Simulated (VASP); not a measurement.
Set up this calculation in VASP 6.6.1, as the native input.

```yaml
Task: single point
Functional: LDA
Potentials_or_basis: VASP PAW LDA potentials, release 64 (Al, N, C)
Cutoff: 520 eV
k_mesh: 1 × 1 × 1, shifted
Occupations: fermi-dirac, width 0.01 eV
Spin: collinear spin
Fixed_moment: 1 μB
Dipole_correction: no
Further_INCAR_settings: LREAL = Auto; ALGO = Normal; EDIFF = 1e-06; NBANDS = 90
```

The structure of Al16CN15 (a cell with a defect) lies in POSCAR:

```
Al16CN15
1.0
    6.2595139326      0.0000000578      0.0000000000
   -3.1297570163      5.4208980521      0.0000000000
    0.0000000000      0.0000000000     10.0348065068
Al N C
16 15 1
Direct
    0.3312269578      0.1671699713      0.2523508731
    0.1682477922      0.3330337072      0.4996291420
    0.3343692860      0.1666851227      0.7513893051
    0.1660942398      0.3339916129      1.0010130096
    0.3295618429      0.6670789398      0.2507595230
    0.1753272180      0.8374871573      0.5030487874
    0.3345581618      0.6644310840      0.7499593577
    0.1649932284      0.8339999494      0.9987803759
    0.8321038149      0.1695965975      0.2504668778
    0.6645863274      0.3262807122      0.5020122495
    0.8360764685      0.1656182538      0.7499690711
    0.6655653175      0.3340172521      0.9989161027
    0.8258015166      0.6699037266      0.2452233147
    0.6639596684      0.8382543425      0.4960718431
    0.8357244492      0.6650988424      0.7479480514
    0.6653489513      0.8348458296      0.9986931177
    0.3337926446      0.1678071524      0.4411804105
    0.1661927194      0.3331021017      0.1905280042
    0.3308301051      0.1686596707      0.9407925175
    0.1692518095      0.3312622912      0.6899148566
    0.3326243889      0.6679164883      0.4396277041
    0.1640938592      0.8326588839      0.1899184231
    0.3313998392      0.6680958616      0.9398899481
    0.1731047828      0.8334426327      0.6935013843
    0.8335698789      0.1687897754      0.4393163540
    0.6644703019      0.3329857386      0.1892695955
    0.8324586533      0.1689762380      0.9397307774
    0.6678614372      0.3281731324      0.6929652830
    0.6629509306      0.8361750100      0.1878229965
    0.8307631551      0.6686518554      0.9393209264
    0.6696344523      0.8304043364      0.6886268969
    0.8368766530      0.6659207078      0.4452033847
```

The input as run:

INCAR

```
PREC = Accurate ; ENCUT = 520
EDIFF = 1E-6 ; ISMEAR = -1
SIGMA = 0.01 ; LREAL = Auto
LASPH = True ; NELM = 200
ALGO = Normal ; ISIF = 2
LWAVE = False ; LCHARG = False
ISPIN = 2 ; MAGMOM = 0 0 0 0 0 0 0 0 0 0 0 0 0.02 0.01 0 0 0 0 0 0 0.01 0.06 0.02 0.02 0.01 0.04 0.01 0.03 0.01 0 0.07 0.37
LORBIT = 11 ; NUPDOWN = 1.0
NBANDS = 90 ; GGA_COMPAT = False
```

KPOINTS

```
Automatic mesh
0
Gamma
  1 1 1
  0.25 0.25 0.25
```

Potentials or basis: VASP PAW LDA potentials, release 64 (Al, N, C).

Launch:

```bash
$ cat potpaw_LDA.64/Al/POTCAR potpaw_LDA.64/N/POTCAR potpaw_LDA.64/C/POTCAR > POTCAR
$ mpirun -np 1 vasp_std > vasp.out
```

Results of the run:

The pressure is -5.6 GPa, the largest force is 0.271 eV/Å and the net moment is 1.00 μB per cell. The site moments are Al -0.00, +0.00, +0.03, +0.01 (each value once); N +0.00, +0.01, +0.05, +0.02, +0.04, +0.03, +0.06 (each value once); C +0.28 μB. The valence electrons inside the program's atomic spheres are Al 0.82, 0.81, 0.83, 0.86, 0.85 (each value once); N 3.81, 3.80, 3.78, 3.79 (each value once); C 2.47.

Caveat: the k points lie up to 0.58 Å⁻¹ apart; the total moment is fixed, so each spin has its own Fermi level and the state may be an excited one.

It took 8.2 min on 1 thread of Intel(R) Xeon(R) Platinum 8488C (Sapphire Rapids), with other jobs on the host, peak memory 0.5 GiB.
